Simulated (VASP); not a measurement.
# TiTe2 (R3m) in VASP: single point with PBE

Aim: the single point of TiTe2 with PBE.

Program: VASP 6.6.1. These are calculated values, not measurements. Logs are shortened: lines on timing, memory, paths and dates and some standing lists are left out, and cuts for length are marked.

**1. The cell of the first run**

It takes space group R3m (No. 160, trigonal). The conventional cell has a = 3.760 Å, b = 3.760 Å, c = 20.445 Å, α = 90.00°, β = 90.00°, γ = 120.00°. Within 3.7 Å of Ti (site symmetry 3m) lie 6 Te at 2.78 to 2.80 Å. Within 3.7 Å of Te (site symmetry 3m) lie 3 Ti at 2.80 Å and 1 Te at 3.50 Å. Te (site symmetry 3m) has 3 Ti at 2.78 Å and 1 Te at 3.50 Å within 3.7 Å.

**2. Single point, PBE**

Contents of INCAR:

```
SYSTEM = TiTe2
PREC = Accurate
ENCUT = 520
EDIFF = 1E-6
ISMEAR = -1
SIGMA = 0.02
LREAL = .False.
LASPH = .True.
NELM = 80
ALGO = Normal
ISIF = 2
LWAVE = .False.
LCHARG = .False.
GGA = PE
NBANDS = 19
```

Contents of KPOINTS:

```
regular mesh
0
Gamma
  6 6 6
  0 0 0
```

Contents of POSCAR:

```
TiTe2
1.0
    1.8800618773      1.0854542310      6.8151508306
   -1.8800618773      1.0854542310      6.8151508306
    0.0000000000     -2.1709084620      6.8151508306
Ti Te
1 2
Direct
   -0.0003050363     -0.0003050363     -0.0003050363
    0.4191340031      0.4191340031      0.4191340031
    0.2478376999      0.2478376999      0.2478376999
```

Potentials or basis: VASP PAW PBE potentials, release 64 (Ti_sv, Te).

The run is started by

```sh
> cat potpaw_PBE.64/Ti_sv/POTCAR potpaw_PBE.64/Te/POTCAR > POTCAR
> mpirun -np 1 vasp_std > vasp.out
```

OUTCAR:

```text
SYSTEM = TiTe2
   PREC = Accurate
   ENCUT = 520
   EDIFF = 1E-6
   ISMEAR = -1
   LREAL = .False.
   LASPH = .True.
   NELM = 80
   ISIF = 2
   GGA = PE

 ion  position               nearest neighbor table
   1  1.000  1.000  1.000-   3 2.78   3 2.78   3 2.78   2 2.80   2 2.80   2 2.80
   2  0.419  0.419  0.419-   1 2.80   1 2.80   1 2.80   3 3.50
   3  0.248  0.248  0.248-   1 2.78   1 2.78   1 2.78   2 3.50

  LATTYP: Found a trigonal (rhomboedric) cell.
 ALAT       =     7.1525606879
 COS(alpha) =     0.8618180939

  Lattice vectors:

 A1 = (   1.8800618773,   1.0854542310,   6.8151508306)
 A2 = (  -1.8800618773,   1.0854542310,   6.8151508306)
 A3 = (   0.0000000000,  -2.1709084620,   6.8151508306)

Analysis of symmetry for initial positions (statically):
=====================================================================
 Subroutine PRICEL returns:
 Original cell was already a primitive cell.

 Routine SETGRP: Setting up the symmetry group for a
 trigonal (rhombohedral) supercell.

 Subroutine GETGRP returns: Found  6 space group operations
 (whereof  6 operations were pure point group operations)
 out of a pool of 12 trial point group operations.

The static configuration has the point symmetry C_3v.

Analysis of symmetry for dynamics (positions and initial velocities):
=====================================================================
 Subroutine PRICEL returns:
 Original cell was already a primitive cell.

 Routine SETGRP: Setting up the symmetry group for a
 trigonal (rhombohedral) supercell.

 Subroutine GETGRP returns: Found  6 space group operations
 (whereof  6 operations were pure point group operations)
 out of a pool of 12 trial point group operations.

The dynamic configuration has the point symmetry C_3v.

 Subroutine INISYM returns: Found  6 space group operations
 (whereof  6 operations are pure point group operations),
 and found     1 'primitive' translations

----------------------------------------------------------------------------------------

                                     Primitive cell

  volume of cell :      83.4469

  direct lattice vectors                    reciprocal lattice vectors
     1.880061877  1.085454231  6.815150831     0.265948694  0.153545550  0.048910632
    -1.880061877  1.085454231  6.815150831    -0.265948694  0.153545550  0.048910632
     0.000000000 -2.170908462  6.815150831     0.000000000 -0.307091100  0.048910632

  length of vectors
     7.152560688  7.152560688  7.152560688     0.310961723  0.310961723  0.310961723

  position of ions in fractional coordinates (direct lattice)
     0.999694964  0.999694964  0.999694964
     0.419134003  0.419134003  0.419134003
     0.247837700  0.247837700  0.247837700

  ion indices of the primitive-cell ions
   primitive index   ion index
                 1           1
                 2           2
                 3           3

----------------------------------------------------------------------------------------

 KPOINTS: regular mesh

Automatic generation of k-mesh.
 Grid dimensions read from file:
 generate k-points for:    6    6    6

 Generating k-lattice:

  Cartesian coordinates                     Fractional coordinates (reciprocal lattice)
     0.044324782  0.025590925  0.008151772     0.166666667 -0.000000000 -0.000000000
    -0.044324782  0.025590925  0.008151772    -0.000000000  0.166666667 -0.000000000
     0.000000000 -0.051181850  0.008151772    -0.000000000 -0.000000000  0.166666667

  Length of vectors
     0.051826954  0.051826954  0.051826954

  Shift w.r.t. Gamma in fractional coordinates (k-lattice)
     0.000000000  0.000000000  0.000000000

 Subroutine IBZKPT returns following result:
 ===========================================

 Found     32 irreducible k-points:

 Following reciprocal coordinates:
            Coordinates               Weight
  0.000000  0.000000  0.000000      1.000000
  0.166667  0.000000  0.000000      6.000000
  0.333333 -0.000000  0.000000      6.000000
  0.500000  0.000000  0.000000      3.000000
  0.166667  0.166667 -0.000000      6.000000
  0.333333  0.166667 -0.000000     12.000000
[... 16 lines left out ...]
  0.500000  0.500000  0.166667      6.000000
 -0.333333  0.500000  0.166667     12.000000
 [... further k-points ...]
   k-points           NKPTS =     32   k-points in BZ     NKDIM =     32   number of bands    NBANDS=     19
   number of dos      NEDOS =    301   number of ions     NIONS =      3
   total plane-waves  NPLWV = 157464
   dimension x,y,z NGX =    54 NGY =   54 NGZ =   54
   dimension x,y,z NGXF=   108 NGYF=  108 NGZF=  108
   ions per type =               1   2
   NGX,Y,Z   is equivalent  to a cutoff of  12.55, 12.55, 12.55 a.u.
   NGXF,Y,Z  is equivalent  to a cutoff of  25.10, 25.10, 25.10 a.u.
 SYSTEM =  TiTe2
   PREC   = accura    normal or accurate (medium, high low for compatibility)
   ISTART =      0    job   : 0-new  1-cont  2-samecut
   ICHARG =      2    charge: 1-file 2-atom 10-const
   ISPIN  =      1    spin polarized calculation?
   LNONCOLLINEAR =      F non collinear calculations
   LSORBIT =      F    spin-orbit coupling
   LASPH  =      T    aspherical Exc in radial PAW
   ENCUT  =  520.0 eV  38.22 Ry    6.18 a.u.  13.30 13.30 13.30*2*pi/ulx,y,z
   NELM   =     80;   NELMIN=  2; NELMDL= -5     # of ELM steps
   EDIFF  = 0.1E-05   stopping-criterion for ELM
   LREAL  =      F    real-space projection
   EDIFFG = 0.1E-04   stopping-criterion for IOM
   NSW    =      0    number of steps for IOM
   IBRION =     -1    ionic relax: 0-MD 1-quasi-New 2-CG
   NFREE  =      0    steps in history (QN), initial steepest desc. (CG)
   ISIF   =      2    stress and relaxation
   ISYM   =      2    0-nonsym 1-usesym 2-fastsym
   POTIM  = 0.5000    time-step for ionic-motion
   TEBEG  =    0.0;   TEEND  =   0.0 temperature during run
   PSTRESS=    0.0 pullay stress
   NELECT =      24.0000    total number of electrons
   NUPDOWN=      -1.0000    fix difference up-down
   EMIN   =  10.00;   EMAX   =-10.00  energy-range for DOS
   EFERMI =   0.00;   METHOD = LEGACY
   ISMEAR =    -1;   SIGMA  =   0.02  broadening in eV -4-tet -1-fermi 0-gaus
   EFERMI_NEDOS =   21; number of points for ismear=-14 and -15
   IALGO  =     38    algorithm
   IMIX   =      4    mixing-type and parameters
     AMIX     =   0.40;   BMIX     =  1.00
     AMIX_MAG =   1.60;   BMIX_MAG =  1.00
  volume/ion in A,a.u.               =      27.82       187.71
  Fermi-wavevector in a.u.,A,eV,Ry     =   1.080625  2.042086 15.888216  1.167751
  Thomas-Fermi vector in A             =   2.216621
   LORBIT       =      0    0 simple, 1 ext, 2 COOP (PROOUT), +10 PAW based schemes
   GGA     = PE    functional components
   LHFCALC =     F    Hartree Fock is set to
   AEXX    =    0.0000 exact exchange contribution
   IVDW    =     0    specifies the selected vdW correction
   LEPSILON=     F    determine dielectric tensor
   LRPA    =     F    only Hartree local field effects (RPA)
 non-spin polarized calculation
  energy-cutoff  :      520.00
  volume of cell :       83.45
 maximum number of plane-waves:      2260
 NGX is ok and might be reduce to    54
   NGX = 27   NGY = 27   NGZ = 27

 number of electron      24.0000000 magnetization

 Free energy of the ion-electron system (eV)
  ---------------------------------------------------
  ext. energy  EPLUGINS =         0.00000000
  ---------------------------------------------------
  free energy    TOTEN  =       -15.89537751 eV

  energy without entropy =      -15.89188212  energy(sigma->0) =      -15.89362981

 E-fermi :   6.2204     XC(G=0):  -9.6312

 val. band max:        6.2195294568   @ k =   0.5000   0.0000   0.0000
 cond. band min:       6.2329349185   @ k =  -0.3333  -0.3333   0.1667
 fundamental gap:      0.0134054617
 Fermi energy:         6.2203673006

 k-point     1 :       0.0000    0.0000    0.0000
  band No.  band energies     occupation
      1     -51.0083      2.00000
      2     -27.3058      2.00000
      3     -27.3058      2.00000
      4     -27.1592      2.00000
      5      -5.9163      2.00000
      6      -4.5412      2.00000
[... 11 lines left out ...]
     18      11.2002      0.00000
     19      12.9937      0.00000

 k-point     2 :       0.1667    0.0000    0.0000
  band No.  band energies     occupation
      1     -51.0075      2.00000
      2     -27.3166      2.00000
      3     -27.3083      2.00000
      4     -27.1568      2.00000
      5      -5.6275      2.00000
      6      -4.3558      2.00000
[... 11 lines left out ...]
     18      12.1982      0.00000
     19      13.2422      0.00000

 k-point     3 :       0.3333   -0.0000    0.0000
  band No.  band energies     occupation
      1     -51.0059      2.00000
      2     -27.3380      2.00000
      3     -27.3133      2.00000
      4     -27.1519      2.00000
      5      -4.9151      2.00000
      6      -3.9188      2.00000
[... 11 lines left out ...]
     18      11.1719      0.00000
     19      12.1412      0.00000

 k-point     4 :       0.5000    0.0000    0.0000
  band No.  band energies     occupation
      1     -51.0052      2.00000
      2     -27.3487      2.00000
      3     -27.3157      2.00000
      4     -27.1494      2.00000
      5      -4.4373      2.00000
      6      -3.6587      2.00000
[... 407 lines left out ...]
     18      11.0745      0.00000
     19      12.5876      0.00000

 k-point    23 :       0.5000    0.5000    0.1667
  band No.  band energies     occupation
      1     -51.0059      2.00000
      2     -27.3380      2.00000
      3     -27.3133      2.00000
      4     -27.1519      2.00000
      5      -4.7170      2.00000
      6      -4.2088      2.00000
[... 11 lines left out ...]
     18      11.2956      0.00000
     19      12.2680      0.00000

 k-point    24 :      -0.3333    0.5000    0.1667
  band No.  band energies     occupation
      1     -51.0052      2.00000
      2     -27.3434      2.00000
      3     -27.3211      2.00000
      4     -27.1494      2.00000
      5      -4.3177      2.00000
      6      -3.8645      2.00000
[... 11 lines left out ...]
     18      10.9636      0.00000
     19      12.1679      0.00000

 [... further k-points ...]

------------------------ aborting loop because EDIFF is reached ----------------------------------------

  FORCE on cell =-STRESS in cart. coord.  units (eV):
  Direction    XX          YY          ZZ          XY          YZ          ZX
  --------------------------------------------------------------------------------------
  -------------------------------------------------------------------------------------
  Total        0.4620909      0.4620909      0.7037407      0.0000000     -0.0000000      0.0000000
  in kB        8.8721244      8.8721244     13.5117894      0.0000000     -0.0000000      0.0000000
  external PRESSURE =      10.4186794 kB  Pullay stress =       0.0000000 kB

 VOLUME and BASIS-vectors are now :
 -----------------------------------------------------------------------------
  energy-cutoff  :      520.00
  volume of cell :       83.45
      direct lattice vectors                 reciprocal lattice vectors
     1.880061877  1.085454231  6.815150831     0.265948694  0.153545550  0.048910632
    -1.880061877  1.085454231  6.815150831    -0.265948694  0.153545550  0.048910632
     0.000000000 -2.170908462  6.815150831     0.000000000 -0.307091100  0.048910632

 POSITION                                       TOTAL-FORCE (eV/Angst)
 -----------------------------------------------------------------------------------
      0.00000      0.00000     20.43922         0.000000     -0.000000     -0.011447
      0.00000      0.00000      8.56938         0.000000      0.000000      0.148967
      0.00000      0.00000      5.06715         0.000000     -0.000000     -0.137520
 -----------------------------------------------------------------------------------
    total drift:                                0.000000      0.000000      0.000485

  FREE ENERGIE OF THE ION-ELECTRON SYSTEM (eV)
  ---------------------------------------------------
  free  energy   TOTEN  =       -15.8953775133 eV

  energy  without entropy=      -15.8918821151  energy(sigma->0) =      -15.89362981
```

Run time: 2.3 min. Hardware: 1 thread of AMD EPYC 9R45 (Zen 5), shared host; peak memory 0.36 GiB.

What came out:

* Free energy: -15.8954 eV
* Pressure: 1.0 GPa
* Largest force: 0.149 eV/Å
* Band gap on the k mesh: zero (band 12 reaches 6.76 eV, above the bottom of band 13 at 6.22 eV)

Forces on the atoms (eV/Å):
```
Ti   0.000  0.000 -0.011
Te   0.000  0.000  0.149
Te   0.000  0.000 -0.138
```

Caveat: spin-orbit coupling is left out, which moves the levels of the heavy elements.
